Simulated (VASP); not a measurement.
Here is a VASP 6.6.1 calculation.

The input INCAR:

```
  ALGO = Normal
  EDIFF = 1E-7
  ENCUT = 520
  GGA = PS
  ISIF = 2
  ISMEAR = 0
  LASPH = True
  LCHARG = True
  LELF = True
  LREAL = False
  LVHAR = True
  LWAVE = False
  NBANDS = 17
  NELM = 100
  PREC = Accurate
  SIGMA = 0.02
```

Contents of KPOINTS:

```
k-points
0
Gamma
  8 8 8
```

Contents of POSCAR:

```
SnSe
1.0
    2.1024610248      1.2138564386      3.4333001504
   -2.1024610248      1.2138564386      3.4333001504
    0.0000000000     -2.4277128773      3.4333001504
Sn Se
1 1
Direct
    0.5000000000      0.5000000000      0.5000000000
    0.0000000000      0.0000000000      0.0000000000
```

Potentials or basis: VASP PAW PBE potentials, release 64 (Sn_d, Se).

Command:

```bash
$ cat potpaw_PBE.64/Sn_d/POTCAR potpaw_PBE.64/Se/POTCAR > POTCAR
$ mpirun -np 1 vasp_std > vasp.out
```

Q: Predict the pressure.

A: 0.0 GPa.

Q: Estimate the band gap on the k mesh.

A: 0.75 eV (least direct gap 0.82 eV).

Caveat: semilocal functionals underestimate gaps, and a narrow one can read as zero; the PAW data sets were made with another functional, which shifts forces and pressure a little; spin-orbit coupling is left out, which moves the levels of the heavy elements. A k mesh can miss the band edges.
